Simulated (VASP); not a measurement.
# Ti6HC in VASP: a series of runs

The runs below take Ti6HC through single point, with PBEsol.

Program: VASP 6.6.1. These are calculated values, not measurements. Logs are shortened: lines on timing, memory, paths and dates and some standing lists are left out, and cuts for length are marked.

### Step 1. The cell of the first run

The cell holds a slab with vacuum, 8 atoms: a = 2.868 Å, b = 4.056 Å, c = 27.270 Å, α = 90.00°, β = 90.00°, γ = 90.00°.

### Step 2. Single point, PBEsol

Contents of INCAR:

```
PREC = Accurate ; ENCUT = 520
EDIFF = 1E-6 ; ISMEAR = 0
SIGMA = 0.1 ; LREAL = F
LASPH = T ; NELM = 120
ALGO = Normal ; ISIF = 2
LWAVE = F ; LCHARG = F
LDIPOL = T ; IDIPOL = 3
DIPOL = 0.5 0.5 0.498 ; GGA = PS
NBANDS = 48 ; GGA_COMPAT = F
NELMDL = -8
```

Contents of KPOINTS:

```
regular mesh
0
Gamma
  10 7 1
```

Contents of POSCAR:

```
Ti6HC
1.0
    2.8679135953      0.0000000000      0.0000000000
    0.0000000000      4.0558423021      0.0000000000
    0.0000000000      0.0000000000     27.2697839881
Ti C H
6 1 1
Direct
    0.5000000000      0.5000000000      0.3117003055
    0.0000000000      0.0000000000      0.3642843963
    0.5000000000      0.5000000000      0.4168684871
    0.0000000000      0.0000000000      0.4694877609
    0.5000000000      0.5000000000      0.5193062557
    0.0000000000      0.0000000000      0.5752868544
    0.0000000000      0.0000000000      0.6444852030
    0.0000000000      0.0000000000      0.6849405036
```

Potentials or basis: VASP PAW PBE potentials, release 64 (Ti_sv, C, H).

Started as:

```sh
cat potpaw_PBE.64/Ti_sv/POTCAR potpaw_PBE.64/C/POTCAR potpaw_PBE.64/H/POTCAR > POTCAR
mpirun -np 1 vasp_std > vasp.out
```

OUTCAR:

```text
PREC = Accurate
   ENCUT = 520
   EDIFF = 1E-6
   ISMEAR = 0
   LREAL = F
   LASPH = T
   NELM = 120
   ISIF = 2
   GGA = PS
   NELMDL = -8

 ion  position               nearest neighbor table
   1  0.500  0.500  0.312-   3 2.87   2 2.87   2 2.87   2 2.87   2 2.87
   2  0.000  0.000  0.364-   3 2.87   3 2.87   3 2.87   3 2.87   1 2.87   1 2.87   1 2.87   1 2.87
                             4 2.87
   3  0.500  0.500  0.417-   5 2.79   1 2.87   2 2.87   2 2.87   2 2.87   2 2.87   4 2.87   4 2.87
                             4 2.87   4 2.87
   4  0.000  0.000  0.469-   5 2.83   5 2.83   5 2.83   5 2.83   3 2.87   3 2.87   3 2.87   3 2.87
                             2 2.87   6 2.89
   5  0.500  0.500  0.519-   3 2.79   4 2.83   4 2.83   4 2.83   4 2.83   6 2.92   6 2.92   6 2.92
                             6 2.92
   6  0.000  0.000  0.575-   7 1.89   4 2.89   5 2.92   5 2.92   5 2.92   5 2.92
   7  0.000  0.000  0.644-   8 1.10   6 1.89
   8  0.000  0.000  0.685-   7 1.10

  LATTYP: Found a simple orthorhombic cell.
 ALAT       =     2.8679135953
 B/A-ratio  =     1.4142135623
 C/A-ratio  =     9.5085793494

  Lattice vectors:

 A1 = (   2.8679135953,   0.0000000000,   0.0000000000)
 A2 = (   0.0000000000,   4.0558423021,   0.0000000000)
 A3 = (   0.0000000000,   0.0000000000,  27.2697839881)

Analysis of symmetry for initial positions (statically):
=====================================================================
 Subroutine PRICEL returns:
 Original cell was already a primitive cell.

 Routine SETGRP: Setting up the symmetry group for a
 simple orthorhombic supercell.

 Subroutine GETGRP returns: Found  4 space group operations
 (whereof  4 operations were pure point group operations)
 out of a pool of  8 trial point group operations.

The static configuration has the point symmetry C_2v.

Analysis of symmetry for dynamics (positions and initial velocities):
=====================================================================
 Subroutine PRICEL returns:
 Original cell was already a primitive cell.

 Routine SETGRP: Setting up the symmetry group for a
 simple orthorhombic supercell.

 Subroutine GETGRP returns: Found  4 space group operations
 (whereof  4 operations were pure point group operations)
 out of a pool of  8 trial point group operations.

The dynamic configuration has the point symmetry C_2v.

 Subroutine INISYM returns: Found  4 space group operations
 (whereof  4 operations are pure point group operations),
 and found     1 'primitive' translations

----------------------------------------------------------------------------------------

                                     Primitive cell

  volume of cell :     317.1968

  direct lattice vectors                    reciprocal lattice vectors
     2.867913595  0.000000000  0.000000000     0.348685540  0.000000000  0.000000000
     0.000000000  4.055842302  0.000000000     0.000000000  0.246557910  0.000000000
     0.000000000  0.000000000 27.269783988     0.000000000  0.000000000  0.036670624

  length of vectors
     2.867913595  4.055842302 27.269783988     0.348685540  0.246557910  0.036670624

  position of ions in fractional coordinates (direct lattice)
     0.500000000  0.500000000  0.311700305
     0.000000000  0.000000000  0.364284396
     0.500000000  0.500000000  0.416868487
     0.000000000  0.000000000  0.469487761
     0.500000000  0.500000000  0.519306256
     0.000000000  0.000000000  0.575286854
     0.000000000  0.000000000  0.644485203
     0.000000000  0.000000000  0.684940504

  ion indices of the primitive-cell ions
   primitive index   ion index
                 1           1
                 2           2
                 3           3
                 4           4
                 5           5
                 6           6
                 7           7
                 8           8

----------------------------------------------------------------------------------------

 KPOINTS: regular mesh

Automatic generation of k-mesh.
 Grid dimensions read from file:
 generate k-points for:   10    7    1

 Generating k-lattice:

  Cartesian coordinates                     Fractional coordinates (reciprocal lattice)
     0.034868554  0.000000000  0.000000000     0.100000000  0.000000000  0.000000000
     0.000000000  0.035222559  0.000000000     0.000000000  0.142857143  0.000000000
     0.000000000  0.000000000  0.036670624     0.000000000  0.000000000  1.000000000

  Length of vectors
     0.034868554  0.035222559  0.036670624

  Shift w.r.t. Gamma in fractional coordinates (k-lattice)
     0.000000000  0.000000000  0.000000000

 Subroutine IBZKPT returns following result:
 ===========================================

 Found     24 irreducible k-points:

 Following reciprocal coordinates:
            Coordinates               Weight
  0.000000  0.000000  0.000000      1.000000
  0.100000  0.000000  0.000000      2.000000
  0.200000  0.000000  0.000000      2.000000
  0.300000  0.000000  0.000000      2.000000
  0.400000  0.000000  0.000000      2.000000
  0.500000  0.000000  0.000000      1.000000
[... 16 lines left out ...]
  0.400000  0.428571  0.000000      4.000000
  0.500000  0.428571  0.000000      2.000000
   k-points           NKPTS =     24   k-points in BZ     NKDIM =     24   number of bands    NBANDS=     48
   number of dos      NEDOS =    301   number of ions     NIONS =      8
   total plane-waves  NPLWV = 151200
   dimension x,y,z NGX =    24 NGY =   30 NGZ =  210
   dimension x,y,z NGXF=    48 NGYF=   60 NGZF=  420
   ions per type =               6   1   1
   NGX,Y,Z   is equivalent  to a cutoff of  13.91, 12.30, 12.80 a.u.
   NGXF,Y,Z  is equivalent  to a cutoff of  27.82, 24.59, 25.60 a.u.
 SYSTEM =  unknown system
   PREC   = accura    normal or accurate (medium, high low for compatibility)
   ISTART =      0    job   : 0-new  1-cont  2-samecut
   ICHARG =      2    charge: 1-file 2-atom 10-const
   ISPIN  =      1    spin polarized calculation?
   LNONCOLLINEAR =      F non collinear calculations
   LSORBIT =      F    spin-orbit coupling
   LASPH  =      T    aspherical Exc in radial PAW
   ENCUT  =  520.0 eV  38.22 Ry    6.18 a.u.   5.33  7.54 50.70*2*pi/ulx,y,z
   NELM   =    120;   NELMIN=  2; NELMDL= -8     # of ELM steps
   EDIFF  = 0.1E-05   stopping-criterion for ELM
   LREAL  =      F    real-space projection
   EDIFFG = 0.1E-04   stopping-criterion for IOM
   NSW    =      0    number of steps for IOM
   IBRION =     -1    ionic relax: 0-MD 1-quasi-New 2-CG
   NFREE  =      0    steps in history (QN), initial steepest desc. (CG)
   ISIF   =      2    stress and relaxation
   ISYM   =      2    0-nonsym 1-usesym 2-fastsym
   POTIM  = 0.5000    time-step for ionic-motion
   TEBEG  =    0.0;   TEEND  =   0.0 temperature during run
   PSTRESS=    0.0 pullay stress
   NELECT =      77.0000    total number of electrons
   NUPDOWN=      -1.0000    fix difference up-down
   EMIN   =  10.00;   EMAX   =-10.00  energy-range for DOS
   EFERMI =   0.00;   METHOD = LEGACY
   ISMEAR =     0;   SIGMA  =   0.10  broadening in eV -4-tet -1-fermi 0-gaus
   EFERMI_NEDOS =   21; number of points for ismear=-14 and -15
   IALGO  =     38    algorithm
   IMIX   =      4    mixing-type and parameters
     AMIX     =   0.40;   BMIX     =  1.00
     AMIX_MAG =   1.60;   BMIX_MAG =  1.00
  volume/ion in A,a.u.               =      39.65       267.57
  Fermi-wavevector in a.u.,A,eV,Ry     =   1.021242  1.929868 14.190004  1.042936
  Thomas-Fermi vector in A             =   2.154856
   LORBIT       =      0    0 simple, 1 ext, 2 COOP (PROOUT), +10 PAW based schemes
   GGA     = PS    functional components
   LHFCALC =     F    Hartree Fock is set to
   AEXX    =    0.0000 exact exchange contribution
   IVDW    =     0    specifies the selected vdW correction
   LEPSILON=     F    determine dielectric tensor
   LRPA    =     F    only Hartree local field effects (RPA)
 non-spin polarized calculation
 Gauss-broadening in eV      SIGMA  =   0.10
  energy-cutoff  :      520.00
  volume of cell :      317.20
 maximum number of plane-waves:      8589
 NGX is ok and might be reduce to    24
   NGX = 11   NGY = 15   NGZ =101

 dipolmoment           0.000000      0.000000     -0.091386 electrons x Angstroem

 number of electron      77.0000028 magnetization

 dipolmoment           0.000000      0.000000      0.070744 electrons x Angstroem

 Free energy of the ion-electron system (eV)
  ---------------------------------------------------
  ext. energy  EPLUGINS =         0.00000000
  ---------------------------------------------------
  free energy    TOTEN  =       -57.10443460 eV

  energy without entropy =      -57.05832951  energy(sigma->0) =      -57.08138205

 E-fermi :   0.2202     XC(G=0):  -5.0282

 val. band max:        0.2153711552   @ k =   0.4000   0.4286   0.0000
 cond. band min:       0.2206335284   @ k =   0.0000   0.0000   0.0000
 fundamental gap:      0.0052623732
 Fermi energy:         0.2201762579

 k-point     1 :       0.0000    0.0000    0.0000
  band No.  band energies     occupation
      1     -56.5124      2.00000
      2     -56.1951      2.00000
      3     -56.1120      2.00000
      4     -56.0496      2.00000
      5     -56.0269      2.00000
      6     -55.9552      2.00000
[... 40 lines left out ...]
     47       1.7203      0.00000
     48       1.8306      0.00000

 k-point     2 :       0.1000    0.0000    0.0000
  band No.  band energies     occupation
      1     -56.5073      2.00000
      2     -56.1865      2.00000
      3     -56.1058      2.00000
      4     -56.0464      2.00000
      5     -56.0260      2.00000
      6     -55.9517      2.00000
[... 1114 lines left out ...]
 k-point    24 :       0.5000    0.4286    0.0000
  band No.  band energies     occupation
      1     -56.4585      2.00000
      2     -56.0677      2.00000
      3     -56.0567      2.00000
      4     -56.0339      2.00000
      5     -56.0241      2.00000
      6     -55.9177      2.00000
[... 40 lines left out ...]
     47       1.7677      0.00000
     48       1.7778      0.00000

------------------------ aborting loop because EDIFF is reached ----------------------------------------

 vacuum level on the upper side and lower side of the slab       (xc-potential included)         0.533        -0.547

  FORCE on cell =-STRESS in cart. coord.  units (eV):
  Direction    XX          YY          ZZ          XY          YZ          ZX
  --------------------------------------------------------------------------------------
  -------------------------------------------------------------------------------------
  Total       -3.1294243     -4.6771205     -1.3796528      0.0000000      0.0000000      0.0000000
  in kB      -15.8068823    -23.6243748     -6.9686968      0.0000000      0.0000000      0.0000000
  external PRESSURE =     -15.4666513 kB  Pullay stress =       0.0000000 kB

 VOLUME and BASIS-vectors are now :
 -----------------------------------------------------------------------------
  energy-cutoff  :      520.00
  volume of cell :      317.20
      direct lattice vectors                 reciprocal lattice vectors
     2.867913595  0.000000000  0.000000000     0.348685540  0.000000000  0.000000000
     0.000000000  4.055842302  0.000000000     0.000000000  0.246557910  0.000000000
     0.000000000  0.000000000 27.269783988     0.000000000  0.000000000  0.036670624

 POSITION                                       TOTAL-FORCE (eV/Angst)
 -----------------------------------------------------------------------------------
      1.43396      2.02792      8.50000         0.000000      0.000000      0.610410
      0.00000      0.00000      9.93396         0.000000      0.000000     -0.281501
      1.43396      2.02792     11.36791         0.000000      0.000000     -0.307187
      0.00000      0.00000     12.80283         0.000000      0.000000     -0.004243
      1.43396      2.02792     14.16137         0.000000      0.000000     -0.002416
      0.00000      0.00000     15.68795         0.000000      0.000000     -0.044554
      0.00000      0.00000     17.57497         0.000000      0.000000     -0.010480
      0.00000      0.00000     18.67818         0.000000      0.000000      0.039970
 -----------------------------------------------------------------------------------
    total drift:                                0.000000     -0.000000     -0.000090

  FREE ENERGIE OF THE ION-ELECTRON SYSTEM (eV)
  ---------------------------------------------------
  free  energy   TOTEN  =       -57.1044346001 eV

  energy  without entropy=      -57.0583295096  energy(sigma->0) =      -57.08138205

 vacuum level on the upper side and lower side of the slab         4.654         3.553
```

Wall time 8.3 min (1 thread of Intel Xeon 6975P-C (Granite Rapids), shared host); peak memory 0.54 GiB.

Results:

- Free energy: -57.1044 eV
- Largest force: 0.610 eV/Å
- Band gap on the k mesh: zero (an odd number of electrons rules out a gap without spin polarisation)

Forces on the atoms (eV/Å):
```
Ti   0.000  0.000  0.610
Ti   0.000  0.000 -0.282
Ti   0.000  0.000 -0.307
Ti   0.000  0.000 -0.004
Ti   0.000  0.000 -0.002
Ti   0.000  0.000 -0.045
C    0.000  0.000 -0.010
H    0.000  0.000  0.040
```

Caveat: the PAW data sets were made with another functional, which shifts forces and pressure a little.

[end of part 1 of 2]
